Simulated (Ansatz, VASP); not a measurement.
## Ni: VASP beside Ansatz

```
CELL_PARAMETERS angstrom
2.42162 0.01379 0.02098
-1.19887 2.06566 0.01230
0.03491 0.04378 3.99606
ATOMIC_POSITIONS crystal
Ni 0.33333 0.69681 0.25303
Ni 0.65397 0.36659 0.75804
```

Alike in both runs: task single point; functional r2SCAN; k mesh 9 × 9 × 5; occupations fermi-dirac, width 0.1 eV; collinear spin.

|  | VASP | Ansatz |
| --- | --- | --- |
| version | VASP 6.6.1 | Ansatz 0.2.0 |
| potentials or method | VASP PAW PBE potentials, release 64 (Ni), cutoff 520 eV | plane waves, PAW |
| valence electrons in the cell | 20 | 36 |

VASP gave:

* pressure (GPa): 12.5
* traceless stress, the component that is largest in VASP (GPa): -2.01
* rms of the force components (eV/Å): 0.149
* net moment per atom (μB): 0.61
* size of the moment on the site where the two differ most (μB): 0.63

Q: What did Ansatz give for the same quantities?

A: Pressure (GPa): 12.3; traceless stress, the component that is largest in VASP (GPa): -2.00; rms of the force components (eV/Å): 0.147; net moment per atom (μB): 0.64; size of the moment on the site where the two differ most (μB): 0.71.

VASP's potentials were made for PBE, not for r2SCAN. Site moments also hang on the region over which each program counts them. Atom by atom the forces differ by 0.002 eV/Å (rms over components). With one functional, cell and mesh, what is left measures potentials, basis and numerics. VASP's potentials hold 20 valence electrons a cell and Ansatz's 36, so a difference there can come from the potentials and not from the codes. Ansatz's warnings: stability check not made, stress scf threshold loose.
